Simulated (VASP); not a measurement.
# Zr in VASP: further runs

Zr is run at these levels: PBE; tasks: electric field gradients.

Everything below comes from runs of VASP 6.6.1. Logs are shortened: lines on timing, memory, paths and dates and some standing lists are left out, and cuts for length are marked.

## (1) The cell of the first run

Symmetry: R-3m, No. 166, trigonal system. Conventional cell: a = 5.017 Å, b = 5.017 Å, c = 3.260 Å, α = 90.00°, β = 90.00°, γ = 120.00°. Within 4.1 Å of Zr (site symmetry -3m) lie 14 Zr at 3.09 to 3.62 Å.

## (2) Electric field gradients, PBE (equal xy, yz and zx shear strains of +4 %)

The input, INCAR:

```
SYSTEM = Zr
PREC     = Accurate       ! precision mode
ENCUT    = 520            ! plane-wave cutoff, eV
EDIFF    = 1E-8           ! SCF threshold, eV
ISMEAR   = -1             ! smearing method
SIGMA    = 0.03           ! smearing width, eV
LREAL    = .FALSE.        ! projectors in reciprocal space
LASPH    = .TRUE.         ! aspherical terms in the spheres
NELM     = 100            ! most SCF steps
ALGO     = Normal         ! electronic algorithm
ISIF     = 2              ! what is computed and relaxed
LWAVE    = .FALSE.        ! write WAVECAR
LCHARG   = .FALSE.        ! write CHGCAR
GGA      = PE             ! functional
LEFG     = .TRUE.       
NBANDS   = 12             ! bands
```

The input, KPOINTS:

```
Automatic mesh
0
G
  16 16 16
  0 0 0
```

The input, POSCAR:

```
Zr
1.0
   -1.7376000000      1.8100000000      1.8100000000
    1.8100000000     -1.7376000000      1.8100000000
    1.8100000000      1.8100000000     -1.7376000000
Zr
1
Direct
    0.0000000000      0.0000000000      0.0000000000
```

Potentials or basis: VASP PAW PBE potentials, release 64 (Zr_sv).

Launch:

```console
> cat potpaw_PBE.64/Zr_sv/POTCAR > POTCAR
> mpirun -np 1 vasp_std > vasp.out
```

OUTCAR:

```text
SYSTEM = Zr
   PREC = Accurate
   ENCUT = 520
   EDIFF = 1E-8
   ISMEAR = -1
   LREAL = .FALSE.
   LASPH = .TRUE.
   NELM = 100
   ISIF = 2
   GGA = PE

 ion  position               nearest neighbor table
   1  0.000  0.000  0.000-

  LATTYP: Found a trigonal (rhomboedric) cell.
 ALAT       =     3.0937766177
 COS(alpha) =    -0.3148959474

  Lattice vectors:

 A1 = (  -1.7376000000,   1.8100000000,   1.8100000000)
 A2 = (   1.8100000000,  -1.7376000000,   1.8100000000)
 A3 = (   1.8100000000,   1.8100000000,  -1.7376000000)

Analysis of symmetry for initial positions (statically):
=====================================================================
 Subroutine PRICEL returns:
 Original cell was already a primitive cell.

 Routine SETGRP: Setting up the symmetry group for a
 trigonal (rhombohedral) supercell.

 Subroutine GETGRP returns: Found 12 space group operations
 (whereof 12 operations were pure point group operations)
 out of a pool of 12 trial point group operations.

The static configuration has the point symmetry D_3d.

Analysis of symmetry for dynamics (positions and initial velocities):
=====================================================================
 Subroutine PRICEL returns:
 Original cell was already a primitive cell.

 Routine SETGRP: Setting up the symmetry group for a
 trigonal (rhombohedral) supercell.

 Subroutine GETGRP returns: Found 12 space group operations
 (whereof 12 operations were pure point group operations)
 out of a pool of 12 trial point group operations.

The dynamic configuration has the point symmetry D_3d.

 Subroutine INISYM returns: Found 12 space group operations
 (whereof 12 operations are pure point group operations),
 and found     1 'primitive' translations

----------------------------------------------------------------------------------------

                                     Primitive cell

  volume of cell :      23.6909

  direct lattice vectors                    reciprocal lattice vectors
    -1.737600000  1.810000000  1.810000000    -0.010841566  0.271039142  0.271039142
     1.810000000 -1.737600000  1.810000000     0.271039142 -0.010841566  0.271039142
     1.810000000  1.810000000 -1.737600000     0.271039142  0.271039142 -0.010841566

  length of vectors
     3.093776618  3.093776618  3.093776618     0.383460523  0.383460523  0.383460523

  position of ions in fractional coordinates (direct lattice)
     0.000000000  0.000000000  0.000000000

  ion indices of the primitive-cell ions
   primitive index   ion index
                 1           1

----------------------------------------------------------------------------------------

 KPOINTS: Automatic mesh

Automatic generation of k-mesh.
 Grid dimensions read from file:
 generate k-points for:   16   16   16

 Generating k-lattice:

  Cartesian coordinates                     Fractional coordinates (reciprocal lattice)
    -0.000677598  0.016939946  0.016939946     0.062500000  0.000000000  0.000000000
     0.016939946 -0.000677598  0.016939946     0.000000000  0.062500000  0.000000000
     0.016939946  0.016939946 -0.000677598     0.000000000  0.000000000  0.062500000

  Length of vectors
     0.023966283  0.023966283  0.023966283

  Shift w.r.t. Gamma in fractional coordinates (k-lattice)
     0.000000000  0.000000000  0.000000000

 Subroutine IBZKPT returns following result:
 ===========================================

 Found    417 irreducible k-points:

 Following reciprocal coordinates:
            Coordinates               Weight
  0.000000  0.000000  0.000000      1.000000
  0.062500  0.000000  0.000000      6.000000
  0.125000  0.000000  0.000000      6.000000
  0.187500  0.000000  0.000000      6.000000
  0.250000  0.000000  0.000000      6.000000
  0.312500 -0.000000 -0.000000      6.000000
[... 16 lines left out ...]
 -0.125000  0.062500  0.000000     12.000000
 -0.062500  0.062500  0.000000      6.000000
 [... further k-points ...]
   k-points           NKPTS =    417   k-points in BZ     NKDIM =    417   number of bands    NBANDS=     12
   number of dos      NEDOS =    301   number of ions     NIONS =      1
   total plane-waves  NPLWV =  13824
   dimension x,y,z NGX =    24 NGY =   24 NGZ =   24
   dimension x,y,z NGXF=    48 NGYF=   48 NGZF=   48
   ions per type =               1
   NGX,Y,Z   is equivalent  to a cutoff of  12.90, 12.90, 12.90 a.u.
   NGXF,Y,Z  is equivalent  to a cutoff of  25.79, 25.79, 25.79 a.u.
 SYSTEM =  Zr
   PREC   = accura    normal or accurate (medium, high low for compatibility)
   ISTART =      0    job   : 0-new  1-cont  2-samecut
   ICHARG =      2    charge: 1-file 2-atom 10-const
   ISPIN  =      1    spin polarized calculation?
   LNONCOLLINEAR =      F non collinear calculations
   LSORBIT =      F    spin-orbit coupling
   LASPH  =      T    aspherical Exc in radial PAW
   ENCUT  =  520.0 eV  38.22 Ry    6.18 a.u.   5.75  5.75  5.75*2*pi/ulx,y,z
   NELM   =    100;   NELMIN=  2; NELMDL= -5     # of ELM steps
   EDIFF  = 0.1E-07   stopping-criterion for ELM
   LREAL  =      F    real-space projection
   EDIFFG = 0.1E-06   stopping-criterion for IOM
   NSW    =      0    number of steps for IOM
   IBRION =     -1    ionic relax: 0-MD 1-quasi-New 2-CG
   NFREE  =      0    steps in history (QN), initial steepest desc. (CG)
   ISIF   =      2    stress and relaxation
   ISYM   =      2    0-nonsym 1-usesym 2-fastsym
   POTIM  = 0.5000    time-step for ionic-motion
   TEBEG  =    0.0;   TEEND  =   0.0 temperature during run
   PSTRESS=    0.0 pullay stress
   NELECT =      12.0000    total number of electrons
   NUPDOWN=      -1.0000    fix difference up-down
   EMIN   =  10.00;   EMAX   =-10.00  energy-range for DOS
   EFERMI =   0.00;   METHOD = LEGACY
   ISMEAR =    -1;   SIGMA  =   0.03  broadening in eV -4-tet -1-fermi 0-gaus
   EFERMI_NEDOS =   21; number of points for ismear=-14 and -15
   IALGO  =     38    algorithm
   IMIX   =      4    mixing-type and parameters
     AMIX     =   0.40;   BMIX     =  1.00
     AMIX_MAG =   1.60;   BMIX_MAG =  1.00
  volume/ion in A,a.u.               =      23.69       159.87
  Fermi-wavevector in a.u.,A,eV,Ry     =   1.304993  2.466079 23.170813  1.703007
  Thomas-Fermi vector in A             =   2.435892
   LORBIT       =      0    0 simple, 1 ext, 2 COOP (PROOUT), +10 PAW based schemes
   GGA     = PE    functional components
[... 5 lines left out ...]
 non-spin polarized calculation
  energy-cutoff  :      520.00
  volume of cell :       23.69
 maximum number of plane-waves:       652
   NGX = 11   NGY = 11   NGZ = 11

 number of electron      12.0000000 magnetization

 Free energy of the ion-electron system (eV)
  ---------------------------------------------------
  ext. energy  EPLUGINS =         0.00000000
  ---------------------------------------------------
  free energy    TOTEN  =        -8.41832622 eV

  energy without entropy =       -8.41223379  energy(sigma->0) =       -8.41528001

 E-fermi :   8.5165     XC(G=0): -10.9957

 val. band max:        8.5146671298   @ k =  -0.3125   0.3125   0.0625
 cond. band min:       8.5187140564   @ k =  -0.1875  -0.1875   0.0625
 fundamental gap:      0.0040469266
 Fermi energy:         8.5164985563

 k-point     1 :       0.0000    0.0000    0.0000
  band No.  band energies     occupation
      1     -40.0149      2.00000
      2     -17.6093      2.00000
      3     -17.5152      2.00000
      4     -17.5152      2.00000
      5       3.1864      2.00000
      6       9.3351      0.00000
      7       9.3351      0.00000
      8      10.1340      0.00000
      9      12.1245      0.00000
     10      12.1245      0.00000
     11      20.5930      0.00000
     12      20.5930      0.00000

 k-point     2 :       0.0625    0.0000    0.0000
  band No.  band energies     occupation
      1     -40.0101      2.00000
      2     -17.6330      2.00000
      3     -17.5363      2.00000
      4     -17.5156      2.00000
      5       3.3118      2.00000
      6       9.2647      0.00000
      7       9.3430      0.00000
      8      10.1928      0.00000
      9      12.0293      0.00000
     10      12.1258      0.00000
     11      20.7515      0.00000
     12      20.8833      0.00000
[... 316 lines left out ...]
 k-point    24 :      -0.0625    0.0625    0.0000
  band No.  band energies     occupation
      1     -40.0089      2.00000
      2     -17.6148      2.00000
      3     -17.5552      2.00000
      4     -17.5229      2.00000
      5       3.3228      2.00000
      6       9.3202      0.00000
      7       9.4686      0.00000
      8      10.0466      0.00000
      9      11.9429      0.00000
     10      12.1098      0.00000
     11      20.7353      0.00000
     12      20.9003      0.00000

 [... further k-points ...]

------------------------ aborting loop because EDIFF is reached ----------------------------------------

  FORCE on cell =-STRESS in cart. coord.  units (eV):
  Direction    XX          YY          ZZ          XY          YZ          ZX
  --------------------------------------------------------------------------------------
  -------------------------------------------------------------------------------------
  Total       -0.4453550     -0.4453550     -0.4453550     -0.2165670     -0.2165670     -0.2165670
  in kB      -30.1186621    -30.1186621    -30.1186621    -14.6460874    -14.6460874    -14.6460874
  external PRESSURE =     -30.1186621 kB  Pullay stress =       0.0000000 kB

 VOLUME and BASIS-vectors are now :
 -----------------------------------------------------------------------------
  energy-cutoff  :      520.00
  volume of cell :       23.69
      direct lattice vectors                 reciprocal lattice vectors
    -1.737600000  1.810000000  1.810000000    -0.010841566  0.271039142  0.271039142
     1.810000000 -1.737600000  1.810000000     0.271039142 -0.010841566  0.271039142
     1.810000000  1.810000000 -1.737600000     0.271039142  0.271039142 -0.010841566

 POSITION                                       TOTAL-FORCE (eV/Angst)
 -----------------------------------------------------------------------------------
      0.00000      0.00000      0.00000        -0.000000     -0.000000      0.000000
 -----------------------------------------------------------------------------------
    total drift:                                0.000000      0.000000      0.000000

  FREE ENERGIE OF THE ION-ELECTRON SYSTEM (eV)
  ---------------------------------------------------
  free  energy   TOTEN  =        -8.4183262242 eV

  energy  without entropy=       -8.4122337908  energy(sigma->0) =       -8.41528001

 Electric field gradients (V/A^2)
---------------------------------------------------------------------
 ion       V_xx      V_yy      V_zz      V_xy      V_xz      V_yz
---------------------------------------------------------------------
   1       0.000    -0.000     0.000   -16.812   -16.812   -16.812
---------------------------------------------------------------------

 Electric field gradients after diagonalization (V/A^2)
 (convention: |V_zz| > |V_xx| > |V_yy|)
----------------------------------------------------------------------
 ion       V_xx      V_yy      V_zz     asymmetry (V_yy - V_xx)/ V_zz
----------------------------------------------------------------------
   1      16.812    16.812   -33.623       0.000
----------------------------------------------------------------------

           NMR quadrupolar parameters

 Cq : quadrupolar parameter    Cq=e*Q*V_zz/h
 eta: asymmetry parameters     (V_yy - V_xx)/ V_zz
 Q  : nuclear electric quadrupole moment in mb (millibarn)
----------------------------------------------------------------------
 ion       Cq(MHz)       eta       Q (mb)
----------------------------------------------------------------------
   1      -0.081       0.000       1.000
----------------------------------------------------------------------
```

Run time: 39 s. Hardware: 1 thread of Intel Xeon 6975P-C, shared host; peak memory 0.23 GiB.

What came out:

```
Free energy            : -8.4183 eV
Pressure               : -3.0 GPa
Band gap on the k mesh : zero (band 6 reaches 9.34 eV, above the bottom of band 7 at 7.87 eV)
```

Electric field gradients, principal values (V/Å²):
| atom | least | middle | greatest (by size) |
| --- | --- | --- | --- |
| 1 Zr | 16.812 | 16.812 | -33.623 |

Caveat: the cell differs from its parent crystal (equal xy, yz and zx shear strains of +4 %); without QUAD_EFG the Cq values of the log hold for a quadrupole moment of 1 mb, not for the nuclei.

## (3) Electric field gradients, PBE (equal xy, yz and zx shear strains of +4 %)

The input, INCAR:

```
PREC = Accurate ; ENCUT = 520
EDIFF = 1E-8 ; ISMEAR = -1
SIGMA = 0.03 ; LREAL = False
LASPH = True ; NELM = 100
ALGO = Normal ; ISIF = 2
LWAVE = False ; LCHARG = False
GGA = PE ; LEFG = True
NBANDS = 12
```

The input, KPOINTS:

```
regular mesh
0
Gamma
  16 16 16
```

POSCAR is that of step 2.

Potentials or basis: VASP PAW PBE potentials, release 64 (Zr_sv).

Launch:

```console
> cat potpaw_PBE.64/Zr_sv/POTCAR > POTCAR
> mpirun -np 1 vasp_std > vasp.out
```

OUTCAR:

```text
PREC = Accurate
   ENCUT = 520
   EDIFF = 1E-8
   ISMEAR = -1
   LREAL = False
   LASPH = True
   NELM = 100
   ISIF = 2
   GGA = PE

 ion  position               nearest neighbor table
   1  0.000  0.000  0.000-

  LATTYP: Found a trigonal (rhomboedric) cell.
 ALAT       =     3.0937766177
 COS(alpha) =    -0.3148959474

  Lattice vectors:

 A1 = (  -1.7376000000,   1.8100000000,   1.8100000000)
 A2 = (   1.8100000000,  -1.7376000000,   1.8100000000)
 A3 = (   1.8100000000,   1.8100000000,  -1.7376000000)

Analysis of symmetry for initial positions (statically):
=====================================================================
 Subroutine PRICEL returns:
 Original cell was already a primitive cell.

 Routine SETGRP: Setting up the symmetry group for a
 trigonal (rhombohedral) supercell.

 Subroutine GETGRP returns: Found 12 space group operations
 (whereof 12 operations were pure point group operations)
 out of a pool of 12 trial point group operations.

The static configuration has the point symmetry D_3d.

Analysis of symmetry for dynamics (positions and initial velocities):
=====================================================================
 Subroutine PRICEL returns:
 Original cell was already a primitive cell.

 Routine SETGRP: Setting up the symmetry group for a
 trigonal (rhombohedral) supercell.

 Subroutine GETGRP returns: Found 12 space group operations
 (whereof 12 operations were pure point group operations)
 out of a pool of 12 trial point group operations.

The dynamic configuration has the point symmetry D_3d.

 Subroutine INISYM returns: Found 12 space group operations
[... 160 lines left out ...]
     10      12.1245      0.00000
     11      20.5930      0.00000
     12      20.5930      0.00000
[... 331 lines left out ...]
 k-point    24 :      -0.0625    0.0625    0.0000
  band No.  band energies     occupation
      1     -40.0089      2.00000
      2     -17.6148      2.00000
      3     -17.5552      2.00000
      4     -17.5229      2.00000
      5       3.3228      2.00000
      6       9.3202      0.00000
      7       9.4686      0.00000
      8      10.0466      0.00000
      9      11.9429      0.00000
     10      12.1098      0.00000
     11      20.7353      0.00000
     12      20.9003      0.00000

 [... further k-points ...]

------------------------ aborting loop because EDIFF is reached ----------------------------------------

  FORCE on cell =-STRESS in cart. coord.  units (eV):
  Direction    XX          YY          ZZ          XY          YZ          ZX
  --------------------------------------------------------------------------------------
  -------------------------------------------------------------------------------------
  Total       -0.4453550     -0.4453550     -0.4453550     -0.2165670     -0.2165670     -0.2165670
  in kB      -30.1186621    -30.1186621    -30.1186621    -14.6460874    -14.6460874    -14.6460874
  external PRESSURE =     -30.1186621 kB  Pullay stress =       0.0000000 kB

 VOLUME and BASIS-vectors are now :
 -----------------------------------------------------------------------------
  energy-cutoff  :      520.00
  volume of cell :       23.69
      direct lattice vectors                 reciprocal lattice vectors
    -1.737600000  1.810000000  1.810000000    -0.010841566  0.271039142  0.271039142
     1.810000000 -1.737600000  1.810000000     0.271039142 -0.010841566  0.271039142
     1.810000000  1.810000000 -1.737600000     0.271039142  0.271039142 -0.010841566

 POSITION                                       TOTAL-FORCE (eV/Angst)
 -----------------------------------------------------------------------------------
      0.00000      0.00000      0.00000        -0.000000     -0.000000      0.000000
 -----------------------------------------------------------------------------------
    total drift:                                0.000000      0.000000      0.000000

  FREE ENERGIE OF THE ION-ELECTRON SYSTEM (eV)
  ---------------------------------------------------
  free  energy   TOTEN  =        -8.4183262242 eV

  energy  without entropy=       -8.4122337908  energy(sigma->0) =       -8.41528001

 Electric field gradients (V/A^2)
---------------------------------------------------------------------
 ion       V_xx      V_yy      V_zz      V_xy      V_xz      V_yz
---------------------------------------------------------------------
   1       0.000    -0.000     0.000   -16.812   -16.812   -16.812
---------------------------------------------------------------------

 Electric field gradients after diagonalization (V/A^2)
 (convention: |V_zz| > |V_xx| > |V_yy|)
----------------------------------------------------------------------
 ion       V_xx      V_yy      V_zz     asymmetry (V_yy - V_xx)/ V_zz
----------------------------------------------------------------------
   1      16.812    16.812   -33.623       0.000
----------------------------------------------------------------------

           NMR quadrupolar parameters

 Cq : quadrupolar parameter    Cq=e*Q*V_zz/h
 eta: asymmetry parameters     (V_yy - V_xx)/ V_zz
 Q  : nuclear electric quadrupole moment in mb (millibarn)
----------------------------------------------------------------------
 ion       Cq(MHz)       eta       Q (mb)
----------------------------------------------------------------------
   1      -0.081       0.000       1.000
----------------------------------------------------------------------
```

It took 45 s on 1 thread of Intel Xeon 6975P-C, shared host; peak memory 0.23 GiB.

Results:

```
Free energy            : -8.4183 eV
Pressure               : -3.0 GPa
Band gap on the k mesh : zero (band 6 reaches 9.34 eV, above the bottom of band 7 at 7.87 eV)
```

Stress tensor (GPa, compression positive):
```
-3.01 -1.46 -1.46
-1.46 -3.01 -1.46
-1.46 -1.46 -3.01
```

Levels at points of the mesh, in eV from the Fermi level:
| k point | band 2 | band 3 | band 4 | band 5 | band 6 | band 7 | band 8 | band 9 | band 10 | band 11 |
| --- | --- | --- | --- | --- | --- | --- | --- | --- | --- | --- |
| (0.00, 0.00, 0.00) | -26.13 | -26.03 | -26.03 | -5.33 | 0.82 | 0.82 | 1.62 | 3.61 | 3.61 | 12.08 |
| (0.50, 0.00, 0.00) | -26.97 | -26.30 | -26.04 | -2.73 | -0.70 | 1.30 | 3.70 | 4.36 | 5.93 | 9.76 |
| (0.50, 0.50, 0.00) | -27.01 | -26.42 | -26.08 | -2.71 | -0.59 | 1.78 | 3.40 | 3.96 | 6.35 | 9.66 |
| (0.50, 0.50, 0.50) | -26.75 | -26.75 | -26.60 | -2.45 | -2.45 | 4.90 | 5.81 | 5.81 | 7.00 | 7.45 |

Electric field gradients, principal values (V/Å²):
```
atom   least  middle  greatest (by size)
1 Zr  16.812  16.812             -33.623
```

Caveat: the cell differs from its parent crystal (equal xy, yz and zx shear strains of +4 %); without QUAD_EFG the Cq values of the log hold for a quadrupole moment of 1 mb, not for the nuclei.

(Part 1 of 2 ends here.)
